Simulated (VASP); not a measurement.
Li3P2: relaxation of cell and atoms with PBE

The system is Li3P2.

```xyz
5
Lattice="3.7179 0.0000 0.0000 -1.8590 3.2198 0.0000 0.0000 0.0000 5.7845" Properties=species:S:1:pos:R:3 pbc="T T T"
Li    0.0000    0.0000    0.0000
Li    0.0000    2.1465    3.7310
Li    1.8590    1.0733    2.0535
P     0.0000    2.1465    1.4172
P     1.8590    1.0733    4.3673
```

```json
{"Program": "VASP 6.6.1", "Task": "relaxation of cell and atoms", "Functional": "PBE", "Potentials or basis": "VASP PAW PBE potentials, release 64 (Li_sv, P)", "Cutoff": "600 eV", "k mesh": "6 × 6 × 4", "Occupations": "gaussian, width 0.1 eV", "Spin": "no spin polarisation", "Dipole correction": "no", "Further INCAR settings": "ALGO = Normal; EDIFF = 1e-06; IBRION = 2; EDIFFG = -0.04; NSW = 90; ISIF = 3"}
```

```json
{
 "Relaxed volume": "15.72 Å³/atom",
 "Relaxed cell": "a = 4.209 Å, b = 4.209 Å, c = 5.122 Å, α = 90.00°, β = 90.00°, γ = 120.00°",
 "Space group after relaxing (to 0.1 Å)": "P-3m1 (No. 164)",
 "Energy gained by relaxing": "257.4 meV/atom",
 "Ionic steps": "17",
 "Pressure after relaxing": "0.0 GPa",
 "Largest force after relaxing": "0.011 eV/Å",
 "Band gap on the k mesh": "zero (an odd number of electrons rules out a gap without spin polarisation)"
}
```

Forces in eV/Å, atoms in the order of the input:
```
Li   0.000  0.000  0.000
Li   0.000  0.000  0.011
Li   0.000  0.000 -0.011
P    0.000  0.000 -0.003
P    0.000  0.000  0.003
```

Step by step:
| step | energy change (eV) | largest force (eV/Å) | pressure (GPa) | volume (Å³) |
| --- | --- | --- | --- | --- |
| 1 | 0.0000 | 1.1547 | 10.49 | 69.25 |
| 2 | -0.5748 | 0.7692 | 2.26 | 78.68 |
| 3 | -0.7023 | 0.6640 | -1.15 | 85.02 |
| 4 | -0.7147 | 0.6252 | -2.20 | 87.54 |
| 5 | -0.8948 | 0.6702 | -2.31 | 86.14 |
| 6 | -1.2442 | 0.3274 | -1.43 | 81.42 |
| 7 | -1.2484 | 0.2545 | -0.97 | 80.60 |
| 8 | -1.2487 | 0.2707 | -1.06 | 80.76 |
| 9 | -1.2756 | 0.0788 | 0.23 | 78.16 |
| 10 | -1.2757 | 0.0900 | 0.32 | 77.98 |
| 11 | -1.2803 | 0.0862 | 0.03 | 78.52 |
| 12 | -1.2815 | 0.0735 | -0.18 | 78.92 |
| 13 | -1.2831 | 0.0447 | -0.03 | 78.62 |
| 14 | -1.2839 | 0.0447 | 0.19 | 78.19 |
| 15 | -1.2851 | 0.0450 | 0.13 | 78.32 |
| 16 | -1.2865 | 0.0490 | -0.04 | 78.65 |
| 17 | -1.2871 | 0.0110 | 0.01 | 78.58 |

Final structure:
```xyz
5
Lattice="4.2091 0.0000 0.0000 -2.1046 3.6452 0.0000 0.0000 0.0000 5.1218" Properties=species:S:1:pos:R:3 pbc="T T T"
Li   -2.1046    3.6452    0.0000
Li    0.0000    2.4301    3.5122
Li    2.1046    1.2151    1.6096
P     0.0000    2.4301    1.0275
P     2.1046    1.2151    4.0942
```

Levels at points of the mesh, in eV from the Fermi level:
```
           k point  band 6  band 7  band 8  band 9  band 10  band 11  band 12  band 13
(0.00, 0.00, 0.00)   -3.48   -1.41   -1.41    0.13     0.13     0.74     4.49     4.64
(0.50, 0.00, 0.00)   -3.18   -2.81   -2.72   -0.92    -0.85     0.58     4.19     5.86
(0.00, 0.00, 0.50)   -1.08   -0.97   -0.97   -0.80    -0.21    -0.21     3.75     3.80
(0.50, 0.00, 0.50)   -3.66   -3.50   -2.21   -0.61     0.19     0.35     4.82     5.03
```

Wall time 2.1 min on 1 thread of Intel(R) Xeon(R) 6975P-C (Granite Rapids), with other jobs on the host, peak memory 0.2 GiB.

Caveat: the cutoff is under 1.25 times the usual one of these potentials, so pressure, stress and relaxed cells hold a basis-set (Pulay) error.
